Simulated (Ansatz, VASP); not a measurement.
Two plane-wave programs on Pd

File INCAR:

```
  ALGO = Normal
  EDIFF = 1E-6
  ENCUT = 500
  GGA = PE
  GGA_COMPAT = F
  ISIF = 2
  ISMEAR = 0
  LASPH = T
  LCHARG = F
  LREAL = F
  LWAVE = F
  NBANDS = 11
  NELM = 120
  PREC = Accurate
  SIGMA = 0.15
```

KPOINTS

```
k-points
0
Gamma
  8 8 8
```

Contents of POSCAR:

```
Pd
1.0
    0.0000000000      2.0178337500      1.9449000000
    2.0178337500      0.0000000000      1.9449000000
    2.0178337500      2.0178337500      0.0000000000
Pd
1
Direct
    0.0000000000      0.0000000000      0.0000000000
```

Input for Ansatz:

```yaml
crystal:
  lattice:
    - [0.0, 2.01783375, 1.9449]
    - [2.01783375, 0.0, 1.9449]
    - [2.01783375, 2.01783375, 0.0]
  atoms:
    - { symbol: Pd, position: [0.0, 0.0, 0.0] }
basis:
  ecutwfc: 420
kpoints:
  mp_grid: { grid: [8, 8, 8] }
hamiltonian:
  xc: pbe
scf:
  occupations: { method: gaussian, width: 0.15 }
output:
  forces: true
  stress: true
  eigenvalues: true
```

Change from the starting cell: strain +0.0375 x Voigt [1, 1, 0, 0, 0, 0], atoms carried along.

Alike in both runs: task single point; functional PBE; k mesh 8 × 8 × 8; occupations gaussian, width 0.15 eV; no spin polarisation.

|  | VASP | Ansatz |
| --- | --- | --- |
| version | VASP 6.6.1 | Ansatz 0.2.0 |
| potentials or method | VASP PAW PBE potentials, release 64 (Pd), cutoff 500 eV | scalar-relativistic, plane waves, PAW |
| valence electrons in the cell | 10 | 18 |

```csv
,VASP,Ansatz,Ansatz less VASP
gap on the k mesh at the Fermi level (eV),none,none,-
pressure (GPa),-4.5,-4.3,+0.20
"traceless stress, the component that is largest in VASP (GPa)",0.87,0.87,+0.001
```

A gap of «none» marks a metal or a gap that the smearing closes. VASP's potentials hold 10 valence electrons a cell and Ansatz's 18, so a difference there can come from the potentials and not from the codes.
